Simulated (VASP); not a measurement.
# BiTe (I4mm) in VASP: a series of runs, part 2 of 2

VASP 6.6.1.

## (3) Single point, PBE (mode 6 frozen in at -0.325 Å, normal strain along z +0.0700)

Input file INCAR:

```
PREC = Accurate ; ENCUT = 520
EDIFF = 1E-6 ; ISMEAR = 0
SIGMA = 0.15 ; LREAL = False
LASPH = True ; NELM = 100
ALGO = Normal ; ISIF = 2
LWAVE = False ; LCHARG = False
GGA = PE ; NBANDS = 18
```

Input file KPOINTS:

```
regular mesh
0
Gamma
  12 12 12
```

Input file POSCAR:

```
BiTe
1.0
    0.0000000000      3.2511939987      3.4787775786
    3.2511939987      0.0000000000      3.4787775786
    3.2511939987      3.2511939987      0.0000000000
Bi Te
1 1
Direct
    0.0305179670      0.0305179670     -0.0305179670
    0.4500183625      0.4500183625      0.5499816375
```

Potentials or basis: VASP PAW PBE potentials, release 64 (Bi_d, Te).

Run with:

```console
> cat potpaw_PBE.64/Bi_d/POTCAR potpaw_PBE.64/Te/POTCAR > POTCAR
> mpirun -np 1 vasp_std > vasp.out
```

OUTCAR:

```text
PREC = Accurate
   ENCUT = 520
   EDIFF = 1E-6
   ISMEAR = 0
   LREAL = False
   LASPH = True
   NELM = 100
   ISIF = 2
   GGA = PE

 ion  position               nearest neighbor table
   1  0.031  0.031  0.969-   2 2.92   2 3.30   2 3.30   2 3.30   2 3.30
   2  0.450  0.450  0.550-   1 2.92   1 3.30   1 3.30   1 3.30   1 3.30

  LATTYP: Found a body centered tetragonal cell.
 ALAT       =     4.5978826469
 C/A-ratio  =     1.5132085117

  Lattice vectors:

 A1 = (  -3.2511939987,   0.0000000000,   3.4787775786)
 A2 = (   3.2511939987,   0.0000000000,   3.4787775786)
 A3 = (   0.0000000000,   3.2511939987,  -3.4787775786)

Analysis of symmetry for initial positions (statically):
=====================================================================
 Subroutine PRICEL returns:
 Original cell was already a primitive cell.

 Routine SETGRP: Setting up the symmetry group for a
 body centered tetragonal supercell.

 Subroutine GETGRP returns: Found  8 space group operations
[... 152 lines left out ...]
 maximum number of plane-waves:      2028
   NGX = 17   NGY = 17   NGZ = 17

 number of electron      21.0000002 magnetization

 Free energy of the ion-electron system (eV)
  ---------------------------------------------------
  ext. energy  EPLUGINS =         0.00000000
  ---------------------------------------------------
  free energy    TOTEN  =        -6.93397320 eV

  energy without entropy =       -6.91547822  energy(sigma->0) =       -6.92472571

 E-fermi :   6.0155     XC(G=0):  -9.0180

 val. band max:        6.0069864573   @ k =  -0.4167   0.0000   0.0833
 cond. band min:       6.0202766989   @ k =   0.2500   0.1667   0.0833
 fundamental gap:      0.0132902416
 Fermi energy:         6.0155455880

 k-point     1 :       0.0000    0.0000    0.0000
  band No.  band energies     occupation
      1     -17.3892      2.00000
      2     -17.3546      2.00000
      3     -17.3546      2.00000
      4     -17.3105      2.00000
      5     -17.3082      2.00000
      6      -7.4980      2.00000
[... 481 lines left out ...]
      5     -17.3065      2.00000
      6      -5.9829      2.00000
[... 10 lines left out ...]
     17      14.2620      0.00000
     18      15.6146      0.00000

 [... further k-points ...]
[... 5 lines left out ...]
  --------------------------------------------------------------------------------------
  -------------------------------------------------------------------------------------
  Total        0.1900583      0.1900583      0.7081766      0.0000000      0.0000000      0.0000000
  in kB        4.1405211      4.1405211     15.4280027      0.0000000      0.0000000      0.0000000
  external PRESSURE =       7.9030149 kB  Pullay stress =       0.0000000 kB

 VOLUME and BASIS-vectors are now :
 -----------------------------------------------------------------------------
  energy-cutoff  :      520.00
  volume of cell :       73.54
      direct lattice vectors                 reciprocal lattice vectors
     0.000000000  3.251193999  3.478777579    -0.153789654  0.153789654  0.143728649
     3.251193999  0.000000000  3.478777579     0.153789654 -0.153789654  0.143728649
     3.251193999  3.251193999  0.000000000     0.153789654  0.153789654 -0.143728649

 POSITION                                       TOTAL-FORCE (eV/Angst)
 -----------------------------------------------------------------------------------
      3.25119      3.25119      0.21233         0.000000      0.000000     -0.945772
      3.25119      3.25119      3.13103         0.000000      0.000000      0.945772
 -----------------------------------------------------------------------------------
    total drift:                               -0.000000     -0.000000     -0.000523

  FREE ENERGIE OF THE ION-ELECTRON SYSTEM (eV)
  ---------------------------------------------------
  free  energy   TOTEN  =        -6.9339731964 eV

  energy  without entropy=       -6.9154782204  energy(sigma->0) =       -6.92472571
```

OSZICAR:

```text
N       E                     dE             d eps       ncg     rms          rms(c)
DAV:   1     0.152768968459E+03    0.15277E+03   -0.94862E+03  5868   0.115E+03
DAV:   2     0.529527146470E+01   -0.14747E+03   -0.14366E+03  6184   0.296E+02
DAV:   3    -0.662442566213E+01   -0.11920E+02   -0.11789E+02  7202   0.895E+01
DAV:   4    -0.695857828164E+01   -0.33415E+00   -0.33358E+00  7162   0.160E+01
DAV:   5    -0.697301682600E+01   -0.14439E-01   -0.14438E-01  8338   0.320E+00    0.674E+00
DAV:   6    -0.693350482437E+01    0.39512E-01   -0.11363E-01  8400   0.194E+00    0.422E+00
DAV:   7    -0.693412563099E+01   -0.62081E-03   -0.36858E-02  6592   0.933E-01    0.603E-01
DAV:   8    -0.693383833993E+01    0.28729E-03   -0.52386E-03  7024   0.434E-01    0.153E-01
DAV:   9    -0.693396078379E+01   -0.12244E-03   -0.51421E-04  6878   0.128E-01    0.289E-02
DAV:  10    -0.693397008986E+01   -0.93061E-05   -0.23185E-05  7628   0.271E-02    0.215E-02
DAV:  11    -0.693397342372E+01   -0.33339E-05   -0.65616E-06  6482   0.179E-02    0.367E-03
DAV:  12    -0.693397319638E+01    0.22733E-06   -0.60546E-07  4232   0.577E-03
   1 F= -.69339732E+01 E0= -.69247257E+01  d E =-.184950E-01
```

It took 1.9 min on 1 thread of AMD EPYC 9R45 (Zen 5), shared host; peak memory 0.33 GiB.

What came out:

| Item | Value |
| --- | --- |
| Free energy | -6.9340 eV |
| Pressure | 0.8 GPa |
| Largest force | 0.946 eV/Å |

Forces on the atoms (eV/Å):
```
Bi   0.000  0.000 -0.946
Te   0.000  0.000  0.946
```

Caveat: the cell differs from its parent crystal (mode 6 frozen in at -0.325 Å, normal strain along z +0.0700); spin-orbit coupling is left out, which moves the levels of the heavy elements.

## (4) Single point, PBE (mode 6 frozen in at -0.217 Å, normal strain along z +0.0700)

Input file INCAR:

```
PREC = Accurate ; ENCUT = 520
EDIFF = 1E-6 ; ISMEAR = 0
SIGMA = 0.15 ; LREAL = F
LASPH = T ; NELM = 80
ALGO = Normal ; ISIF = 2
LWAVE = F ; LCHARG = F
GGA = PE ; NBANDS = 18
```

KPOINTS is that of step 3.

Input file POSCAR:

```
BiTe
1.0
    0.0000000000      3.2511939987      3.4787775786
    3.2511939987      0.0000000000      3.4787775786
    3.2511939987      3.2511939987      0.0000000000
Bi Te
1 1
Direct
    0.0203484414      0.0203484414     -0.0203484414
    0.4666737820      0.4666737820      0.5333262180
```

Run with:

```console
> cat potpaw_PBE.64/Bi_d/POTCAR potpaw_PBE.64/Te/POTCAR > POTCAR
> mpirun -np 1 vasp_std > vasp.out
```

It took 1.9 min on 1 thread of AMD EPYC 9R45 (Zen 5), shared host; peak memory 0.33 GiB.

The run converged. Its results:

```yaml
Free_energy: -7.0488 eV
Pressure: -1.1 GPa
Largest_force: 0.368 eV/Å
```

Forces in eV/Å, atoms in the order of the input:
```
Bi   0.000  0.000 -0.368
Te   0.000  0.000  0.368
```

Stress tensor (GPa, compression positive):
```
-0.55  0.00  0.00
 0.00 -0.55  0.00
 0.00  0.00 -2.09
```

Levels at points of the mesh, in eV from the Fermi level:
```tsv
k point	band 6	band 7	band 8	band 9	band 10	band 11	band 12	band 13	band 14	band 15
(0.00, 0.00, 0.00)	-13.25	-8.47	-2.61	-2.61	-2.34	1.16	1.82	1.82	4.41	5.05
(0.50, 0.00, 0.00)	-11.73	-10.90	-2.62	-1.95	-1.91	-0.62	-0.49	-0.04	6.59	7.50
(0.50, 0.50, 0.00)	-11.90	-10.09	-4.92	-3.74	-3.74	2.48	3.27	3.27	3.88	8.36
(0.50, 0.00, 0.50)	-11.63	-10.18	-5.34	-4.07	-3.56	1.50	2.55	4.47	4.49	7.46
```

Caveat: the cell differs from its parent crystal (mode 6 frozen in at -0.217 Å, normal strain along z +0.0700); spin-orbit coupling is left out, which moves the levels of the heavy elements.
